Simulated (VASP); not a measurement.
# NiO in VASP: further runs

NiO is run at these levels: PBE+U; tasks: single point.

All numbers are computed with VASP 6.6.1; they aren't measurements. Logs are shortened: lines on timing, memory, paths and dates and some standing lists are left out, and cuts for length are marked.

### 1 The cell of the first run

The structure is cubic, space group Fm-3m (No. 225). Conventional cell: a = 4.268 Å, b = 4.268 Å, c = 4.268 Å, α = 90.00°, β = 90.00°, γ = 90.00°. Within 2.8 Å of Ni (site symmetry m-3m) lie 6 O at 2.13 Å. O (site symmetry m-3m) has 6 Ni at 2.13 Å within 2.8 Å.

### 2 Single point, PBE+U, collinear spin, antiferromagnetic start

File INCAR:

```
SYSTEM = NiO
PREC = Accurate
ENCUT = 520
EDIFF = 1E-6
ISMEAR = 0
SIGMA = 0.05
LREAL = .FALSE.
LASPH = .TRUE.
NELM = 150
ALGO = Normal
ISIF = 2
LWAVE = .FALSE.
LCHARG = .FALSE.
ISPIN = 2
MAGMOM = 2 -2 0 0
LORBIT = 11
LMAXMIX = 4
LDAU = .TRUE.
LDAUTYPE = 2
LDAUL = 2 -1
LDAUU = 6.2 0
LDAUJ = 0 0
LDAUPRINT = 1
GGA = PE
NBANDS = 28
```

File KPOINTS:

```
Automatic mesh
0
G
  5 5 5
  0 0 0
```

File POSCAR:

```
NiO
1.0
   -2.1337897282     -2.1337897282      4.2675794564
   -4.2675794564     -2.1337897282      2.1337897282
   -2.1337897282     -4.2675794564      2.1337897282
Ni O
2 2
Direct
    0.0000000000      0.0000000000      0.0000000000
    0.5000000000      0.5000000000      0.5000000000
    1.2500000000     -0.7500000000     -0.7500000000
    1.7500000000     -0.2500000000     -0.2500000000
```

Potentials or basis: VASP PAW PBE potentials, release 64 (Ni, O).

On the command line:

```console
$ cat potpaw_PBE.64/Ni/POTCAR potpaw_PBE.64/O/POTCAR > POTCAR
$ mpirun -np 1 vasp_std > vasp.out
```

OUTCAR:

```text
SYSTEM = NiO
   PREC = Accurate
   ENCUT = 520
   EDIFF = 1E-6
   ISMEAR = 0
   LREAL = .FALSE.
   LASPH = .TRUE.
   NELM = 150
   ISIF = 2
   ISPIN = 2
   LORBIT = 11
   GGA = PE

 ion  position               nearest neighbor table
   1  0.000  0.000  0.000-   4 2.13   4 2.13   4 2.13   3 2.13   3 2.13   3 2.13   2 3.02   2 3.02
                             2 3.02   2 3.02   2 3.02   2 3.02
   2  0.500  0.500  0.500-   3 2.13   3 2.13   3 2.13   4 2.13   4 2.13   4 2.13   1 3.02   1 3.02
                             1 3.02   1 3.02   1 3.02   1 3.02
   3  0.250  0.250  0.250-   1 2.13   1 2.13   1 2.13   2 2.13   2 2.13   2 2.13
   4  0.750  0.750  0.750-   2 2.13   2 2.13   2 2.13   1 2.13   1 2.13   1 2.13

  LATTYP: Found a trigonal (rhomboedric) cell.
 ALAT       =     5.2266960525
 COS(alpha) =     0.8333333333

  Lattice vectors:

 A1 = (  -2.1337897282,  -2.1337897282,   4.2675794564)
 A2 = (  -4.2675794564,  -2.1337897282,   2.1337897282)
 A3 = (  -2.1337897282,  -4.2675794564,   2.1337897282)

Analysis of symmetry for initial positions (statically):
=====================================================================
 Subroutine PRICEL returns following result:

  LATTYP: Found a face centered cubic cell.
 ALAT       =     4.2675794564
[... 12 lines left out ...]
 Subroutine GETGRP returns: Found 12 space group operations
 (whereof 12 operations were pure point group operations)
 out of a pool of 12 trial point group operations.

The static configuration has the point symmetry D_3d.

Analysis of symmetry for dynamics (positions and initial velocities):
=====================================================================
 Subroutine PRICEL returns following result:

  LATTYP: Found a face centered cubic cell.
 ALAT       =     4.2675794564
[... 12 lines left out ...]
 Subroutine GETGRP returns: Found 12 space group operations
 (whereof 12 operations were pure point group operations)
 out of a pool of 12 trial point group operations.

The dynamic configuration has the point symmetry D_3d.

Analysis of structural, dynamic, and magnetic symmetry:
=====================================================================
 Subroutine PRICEL returns following result:

  LATTYP: Found a face centered cubic cell.
 ALAT       =     4.2675794564
[... 12 lines left out ...]
 Subroutine GETGRP returns: Found 12 space group operations
 (whereof 12 operations were pure point group operations)
 out of a pool of 12 trial point group operations.

The overall configuration has the point symmetry D_3d.

 Subroutine INISYM returns: Found 12 space group operations
 (whereof 12 operations are pure point group operations),
 and found     2 'primitive' translations

----------------------------------------------------------------------------------------

                                     Primitive cell

  volume of cell :      19.4305

  direct lattice vectors                    reciprocal lattice vectors
     2.133789728 -2.133789728  0.000000000     0.234324870 -0.234324870  0.234324870
    -0.000000000 -2.133789728 -2.133789728    -0.234324870 -0.234324870 -0.234324870
     2.133789728  0.000000000 -2.133789728     0.234324870  0.234324870 -0.234324870

  length of vectors
     3.017634373  3.017634373  3.017634373     0.405862580  0.405862580  0.405862580

  position of ions in fractional coordinates (direct lattice)
     0.000000000  0.000000000  0.000000000
     0.500000000  0.500000000  0.500000000

  ion indices of the primitive-cell ions
   primitive index   ion index
                 1           1
                 2           3

----------------------------------------------------------------------------------------

 KPOINTS: Automatic mesh

Automatic generation of k-mesh.
 Grid dimensions read from file:
 generate k-points for:    5    5    5

 Generating k-lattice:

  Cartesian coordinates                     Fractional coordinates (reciprocal lattice)
     0.023432487  0.023432487  0.070297461     0.200000000 -0.000000000 -0.000000000
    -0.070297461  0.023432487 -0.023432487    -0.000000000  0.200000000 -0.000000000
     0.023432487 -0.070297461 -0.023432487    -0.000000000 -0.000000000  0.200000000

  Length of vectors
     0.077716767  0.077716767  0.077716767

  Shift w.r.t. Gamma in fractional coordinates (k-lattice)
     0.000000000  0.000000000  0.000000000

 Subroutine IBZKPT returns following result:
 ===========================================

[... 79 lines left out ...]
  volume of cell :       38.86
 maximum number of plane-waves:      1075
   NGX = 19   NGY = 19   NGZ = 19

 number of electron      31.9999988 magnetization      -0.0000000

atom =   1  type =  1  l = 2

 onsite density matrix

spin component  1

  0.9819  0.0000 -0.0000  0.0000 -0.0000
  0.0000  0.9819 -0.0000 -0.0000  0.0000
 -0.0000 -0.0000  1.0227 -0.0000 -0.0000
  0.0000 -0.0000 -0.0000  0.9819 -0.0000
 -0.0000  0.0000 -0.0000 -0.0000  1.0227

spin component  2

  0.9800 -0.0000  0.0001 -0.0000  0.0000
 -0.0000  0.9800  0.0000  0.0000 -0.0001
  0.0001  0.0000  0.1415  0.0000 -0.0000
 -0.0000  0.0000  0.0000  0.9800  0.0001
  0.0000 -0.0001 -0.0000  0.0001  0.1415

 occupancies and eigenvectors

  o =  0.1415  v =  0.0000  0.0000  0.0000  0.0000  0.0000 -0.0001 -0.0000  0.9996 -0.0000  0.0295      0.0000  0.0000  0.0000  0.0000  0.0000  0.0000  0.0000  0.0000  0.0000  0.0000
  o =  0.1415  v =  0.0000  0.0000  0.0000  0.0000  0.0000  0.0000  0.0001 -0.0295 -0.0001  0.9996      0.0000  0.0000  0.0000  0.0000  0.0000  0.0000  0.0000  0.0000  0.0000  0.0000
  o =  0.9800  v =  0.0000  0.0000  0.0000  0.0000  0.0000  0.8077  0.5071  0.0001  0.3006 -0.0000      0.0000  0.0000  0.0000  0.0000  0.0000  0.0000  0.0000  0.0000  0.0000  0.0000
  o =  0.9800  v =  0.0000  0.0000  0.0000  0.0000  0.0000 -0.1193  0.6399 -0.0000 -0.7592 -0.0001      0.0000  0.0000  0.0000  0.0000  0.0000  0.0000  0.0000  0.0000  0.0000  0.0000
  o =  0.9801  v =  0.0000  0.0000  0.0000  0.0000  0.0000 -0.5774  0.5774  0.0000  0.5774  0.0000      0.0000  0.0000  0.0000  0.0000  0.0000  0.0000  0.0000  0.0000  0.0000  0.0000
  o =  0.9818  v =  0.5774 -0.5774 -0.0000 -0.5774  0.0000  0.0000  0.0000  0.0000  0.0000  0.0000      0.0000  0.0000  0.0000  0.0000  0.0000  0.0000  0.0000  0.0000  0.0000  0.0000
  o =  0.9819  v = -0.3233 -0.8110 -0.0003  0.4876  0.0007  0.0000  0.0000  0.0000  0.0000  0.0000      0.0000  0.0000  0.0000  0.0000  0.0000  0.0000  0.0000  0.0000  0.0000  0.0000
  o =  0.9819  v =  0.7497  0.0948  0.0007  0.6549  0.0003  0.0000  0.0000  0.0000  0.0000  0.0000      0.0000  0.0000  0.0000  0.0000  0.0000  0.0000  0.0000  0.0000  0.0000  0.0000
  o =  1.0227  v =  0.0006  0.0003 -1.0000  0.0003 -0.0000  0.0000  0.0000  0.0000  0.0000  0.0000      0.0000  0.0000  0.0000  0.0000  0.0000  0.0000  0.0000  0.0000  0.0000  0.0000
  o =  1.0227  v =  0.0000  0.0005 -0.0000 -0.0005  1.0000  0.0000  0.0000  0.0000  0.0000  0.0000      0.0000  0.0000  0.0000  0.0000  0.0000  0.0000  0.0000  0.0000  0.0000  0.0000

atom =   2  type =  1  l = 2

 onsite density matrix

spin component  1

  0.9800 -0.0000  0.0001 -0.0000  0.0000
 -0.0000  0.9800  0.0000  0.0000 -0.0001
  0.0001  0.0000  0.1415  0.0000 -0.0000
 -0.0000  0.0000  0.0000  0.9800  0.0001
  0.0000 -0.0001 -0.0000  0.0001  0.1415

spin component  2

  0.9819  0.0000 -0.0000  0.0000 -0.0000
  0.0000  0.9819 -0.0000 -0.0000  0.0000
 -0.0000 -0.0000  1.0227 -0.0000 -0.0000
  0.0000 -0.0000 -0.0000  0.9819 -0.0000
 -0.0000  0.0000 -0.0000 -0.0000  1.0227

 occupancies and eigenvectors

  o =  0.1415  v = -0.0000  0.0001  0.0236 -0.0001  0.9997  0.0000  0.0000  0.0000  0.0000  0.0000      0.0000  0.0000  0.0000  0.0000  0.0000  0.0000  0.0000  0.0000  0.0000  0.0000
  o =  0.1415  v = -0.0001 -0.0000  0.9997 -0.0000 -0.0236  0.0000  0.0000  0.0000  0.0000  0.0000      0.0000  0.0000  0.0000  0.0000  0.0000  0.0000  0.0000  0.0000  0.0000  0.0000
  o =  0.9800  v =  0.0529  0.7321  0.0000 -0.6791 -0.0001  0.0000  0.0000  0.0000  0.0000  0.0000      0.0000  0.0000  0.0000  0.0000  0.0000  0.0000  0.0000  0.0000  0.0000  0.0000
  o =  0.9800  v =  0.8148  0.3615  0.0001  0.4532  0.0000  0.0000  0.0000  0.0000  0.0000  0.0000      0.0000  0.0000  0.0000  0.0000  0.0000  0.0000  0.0000  0.0000  0.0000  0.0000
  o =  0.9801  v = -0.5774  0.5774 -0.0000  0.5774  0.0000  0.0000  0.0000  0.0000  0.0000  0.0000      0.0000  0.0000  0.0000  0.0000  0.0000  0.0000  0.0000  0.0000  0.0000  0.0000
  o =  0.9818  v =  0.0000  0.0000  0.0000  0.0000  0.0000  0.5774 -0.5774  0.0000 -0.5774 -0.0000      0.0000  0.0000  0.0000  0.0000  0.0000  0.0000  0.0000  0.0000  0.0000  0.0000
  o =  0.9819  v =  0.0000  0.0000  0.0000  0.0000  0.0000  0.8019  0.2678  0.0008  0.5341  0.0001      0.0000  0.0000  0.0000  0.0000  0.0000  0.0000  0.0000  0.0000  0.0000  0.0000
  o =  0.9819  v =  0.0000  0.0000  0.0000  0.0000  0.0000 -0.1537 -0.7713 -0.0001  0.6176  0.0008      0.0000  0.0000  0.0000  0.0000  0.0000  0.0000  0.0000  0.0000  0.0000  0.0000
  o =  1.0227  v =  0.0000  0.0000  0.0000  0.0000  0.0000  0.0006  0.0003 -1.0000  0.0003 -0.0000      0.0000  0.0000  0.0000  0.0000  0.0000  0.0000  0.0000  0.0000  0.0000  0.0000
  o =  1.0227  v =  0.0000  0.0000  0.0000  0.0000  0.0000  0.0000  0.0005 -0.0000 -0.0005  1.0000      0.0000  0.0000  0.0000  0.0000  0.0000  0.0000  0.0000  0.0000  0.0000  0.0000

 number of electron      31.9999988 magnetization       0.0000000

 Free energy of the ion-electron system (eV)
  ---------------------------------------------------
  ext. energy  EPLUGINS =         0.00000000
  ---------------------------------------------------
  free energy    TOTEN  =       -20.40706780 eV

  energy without entropy =      -20.40706780  energy(sigma->0) =      -20.40706780

 E-fermi :   5.6806     XC(G=0): -12.2706

 val. band max:        5.4648990481   @ k =   0.4000   0.4000   0.4000
 cond. band min:       8.4508736851   @ k =   0.0000   0.0000   0.0000
 fundamental gap:      2.9859746370
 Fermi energy:         5.6806118375

 spin component 1

 k-point     1 :       0.0000    0.0000    0.0000
  band No.  band energies     occupation
      1     -12.2682      1.00000
      2     -11.0001      1.00000
      3      -1.0262      1.00000
      4      -0.5727      1.00000
      5      -0.5727      1.00000
      6       1.2319      1.00000
[... 578 lines left out ...]
     27      23.4034      0.00000
     28      25.7083      0.00000
 Fermi energy:         5.6806118375

 spin component 2

 k-point     1 :       0.0000    0.0000    0.0000
  band No.  band energies     occupation
      1     -12.2682      1.00000
      2     -11.0001      1.00000
      3      -1.0262      1.00000
      4      -0.5727      1.00000
      5      -0.5727      1.00000
      6       1.2319      1.00000
[... 578 lines left out ...]
     27      23.4034      0.00000
     28      25.7083      0.00000

------------------------ aborting loop because EDIFF is reached ----------------------------------------

  FORCE on cell =-STRESS in cart. coord.  units (eV):
  Direction    XX          YY          ZZ          XY          YZ          ZX
  --------------------------------------------------------------------------------------
  -------------------------------------------------------------------------------------
  Total       -2.3505976     -2.3505976     -2.3505976     -0.0153643      0.0153643      0.0153643
  in kB      -96.9112095    -96.9112095    -96.9112095     -0.6334458      0.6334458      0.6334458
  external PRESSURE =     -96.9112095 kB  Pullay stress =       0.0000000 kB

 VOLUME and BASIS-vectors are now :
 -----------------------------------------------------------------------------
  energy-cutoff  :      520.00
  volume of cell :       38.86
      direct lattice vectors                 reciprocal lattice vectors
    -2.133789728 -2.133789728  4.267579456     0.117162435  0.117162435  0.351487305
    -4.267579456 -2.133789728  2.133789728    -0.351487305  0.117162435 -0.117162435
    -2.133789728 -4.267579456  2.133789728     0.117162435 -0.351487305 -0.117162435

 POSITION                                       TOTAL-FORCE (eV/Angst)
 -----------------------------------------------------------------------------------
      0.00000      0.00000      0.00000         0.000000      0.000000     -0.000000
     -4.26758     -4.26758      4.26758        -0.000000     -0.000000     -0.000000
     -2.13379     -2.13379      2.13379         0.000000      0.000000      0.000000
     -6.40137     -6.40137      6.40137        -0.000000     -0.000000     -0.000000
 -----------------------------------------------------------------------------------
    total drift:                                0.000000      0.000000      0.000000

  FREE ENERGIE OF THE ION-ELECTRON SYSTEM (eV)
  ---------------------------------------------------
  free  energy   TOTEN  =       -20.4070678026 eV

  energy  without entropy=      -20.4070678026  energy(sigma->0) =      -20.40706780

 total charge

# of ion       s       p       d       tot
------------------------------------------
    1        0.323   0.375   8.189   8.888
    2        0.323   0.375   8.189   8.888
    3        1.550   3.440   0.000   4.990
    4        1.550   3.440   0.000   4.990
--------------------------------------------------
tot          3.747   7.632  16.379  27.757

 magnetization (x)

# of ion       s       p       d       tot
------------------------------------------
    1       -0.001  -0.004   1.766   1.761
    2        0.001   0.004  -1.766  -1.761
    3        0.000   0.000   0.000   0.000
    4        0.000   0.000   0.000   0.000
--------------------------------------------------
tot          0.000   0.000  -0.000  -0.000
```

Run time: 56 s. Hardware: 1 thread of Intel Xeon 6975P-C (Granite Rapids), shared host; peak memory 0.29 GiB.

What came out:

```yaml
Free_energy: -20.4071 eV
Pressure: -9.7 GPa
Band_gap_on_the_k_mesh: 2.99 eV
Net_moment: 0.00 μB per cell
Site_moments: Ni +1.76, -1.76; O +0.00 μB
Valence_electrons_inside_the_program's_atomic_spheres: Ni 8.89; O 4.99
```

Levels at points of the mesh, in eV from the valence-band top:
Spin up:
```tsv
k point	band 13	band 14	band 15	band 16	band 17	band 18	band 19	band 20
(0.00, 0.00, 0.00)	-0.66	-0.61	-0.61	-0.61	2.99	4.24	4.24	7.14
```
Spin down:
```tsv
k point	band 14	band 15	band 16	band 17	band 18	band 19
(0.00, 0.00, 0.00)	-0.61	-0.61	-0.61	2.99	4.24	4.24
```

Eigenvalues of the final occupation matrices:
| site | spin | trace | eigenvalues |
| --- | --- | --- | --- |
| site 1 d | 1 | 4.99 | 0.98 0.98 0.98 1.02 1.02 |
| site 1 d | 2 | 3.22 | 0.14 0.14 0.98 0.98 0.98 |
| site 2 d | 1 | 3.22 | 0.14 0.14 0.98 0.98 0.98 |
| site 2 d | 2 | 4.99 | 0.98 0.98 0.98 1.02 1.02 |

Caveat: the k points lie up to 0.49 Å⁻¹ apart; an odd mesh through Γ misses points on the zone boundary, where band edges can lie.

### 3 Single point, PBE+U, collinear spin, antiferromagnetic start

This run uses another cell than the first one, of the same volume but with other edges.

File INCAR:

```
  PREC = Accurate
  ENCUT = 520
  EDIFF = 1E-6
  ISMEAR = 0
  SIGMA = 0.05
  LREAL = F
  LASPH = T
  NELM = 150
  ALGO = Normal
  ISIF = 2
  LWAVE = F
  LCHARG = F
  ISPIN = 2
  MAGMOM = 2 -2 0 0
  LORBIT = 11
  LMAXMIX = 4
  LDAU = T
  LDAUTYPE = 2
  LDAUL = 2 -1
  LDAUU = 6.2 0
  LDAUJ = 0 0
  LDAUPRINT = 1
  GGA = PE
  NBANDS = 28
```

File KPOINTS:

```
Automatic mesh
0
Gamma
  8 8 6
```

File POSCAR:

```
NiO
1.0
    0.0000000000      2.1337897282     -2.1337897282
    0.0000000000      2.1337897282      2.1337897282
    4.2675794564      0.0000000000      0.0000000000
Ni O
2 2
Direct
    0.0000000000      0.0000000000      0.0000000000
    0.5000000000      0.5000000000      0.5000000000
    0.0000000000      1.0000000000      0.5000000000
    0.5000000000      1.5000000000      1.0000000000
```

Potentials or basis: VASP PAW PBE potentials, release 64 (Ni, O).

On the command line:

```console
$ cat potpaw_PBE.64/Ni/POTCAR potpaw_PBE.64/O/POTCAR > POTCAR
$ mpirun -np 1 vasp_std > vasp.out
```

It took 41 s on 1 thread of Intel Xeon 6975P-C (Granite Rapids), shared host; peak memory 0.22 GiB.

Results (log left out):

```
Free energy                                           : -20.2690 eV
Pressure                                              : -8.0 GPa
Band gap on the k mesh                                : 2.43 eV
Net moment                                            : 0.00 μB per cell
Site moments                                          : Ni +1.84, -1.84; O -0.06, +0.06 μB
Valence electrons inside the program's atomic spheres : Ni 8.88; O 5.00
```

Levels at points of the mesh, in eV from the valence-band top:
Spin up:
| k point | band 13 | band 14 | band 15 | band 16 | band 17 | band 18 | band 19 | band 20 |
| --- | --- | --- | --- | --- | --- | --- | --- | --- |
| (0.00, 0.00, 0.00) | -2.40 | -1.10 | -1.09 | -1.09 | 2.43 | 2.73 | 2.91 | 6.86 |
| (0.50, 0.00, 0.00) | -2.41 | -1.94 | -1.68 | -0.19 | 3.10 | 4.61 | 7.84 | 8.08 |
| (0.50, 0.50, 0.00) | -2.45 | -2.39 | -2.39 | -2.33 | 3.03 | 3.19 | 6.59 | 7.12 |
| (0.00, 0.00, 0.50) | -1.43 | -1.43 | -1.37 | -1.37 | 2.73 | 3.06 | 6.02 | 6.85 |
| (0.50, 0.00, 0.50) | -2.09 | -1.96 | 0.00 | 0.00 | 4.62 | 4.62 | 6.55 | 6.61 |
| (0.50, 0.50, 0.50) | -2.91 | -2.59 | -2.59 | -1.90 | 3.20 | 3.70 | 8.86 | 9.53 |
Spin down:
```
           k point  band 13  band 14  band 15  band 16  band 17  band 18  band 19  band 20
(0.00, 0.00, 0.00)    -2.40    -1.10    -1.09    -1.09     2.43     2.73     2.91     6.86
(0.50, 0.00, 0.00)    -2.41    -1.94    -1.68    -0.19     3.10     4.61     7.84     8.08
(0.50, 0.50, 0.00)    -2.45    -2.39    -2.39    -2.33     3.03     3.19     6.59     7.12
(0.00, 0.00, 0.50)    -1.43    -1.43    -1.37    -1.37     2.73     3.06     6.02     6.85
(0.50, 0.00, 0.50)    -2.09    -1.96     0.00     0.00     4.62     4.62     6.55     6.61
(0.50, 0.50, 0.50)    -2.91    -2.59    -2.59    -1.90     3.20     3.70     8.86     9.53
```

Eigenvalues of the final occupation matrices:
```csv
site,spin,trace,eigenvalues
site 1 d,1,5.00,0.98 0.98 0.98 1.03 1.03
site 1 d,2,3.19,0.12 0.13 0.98 0.98 0.98
site 2 d,1,3.19,0.12 0.13 0.98 0.98 0.98
site 2 d,2,5.00,0.98 0.98 0.98 1.03 1.03
```

Caveat: the cell stands under tension.

(Continued in part 2 of 2.)
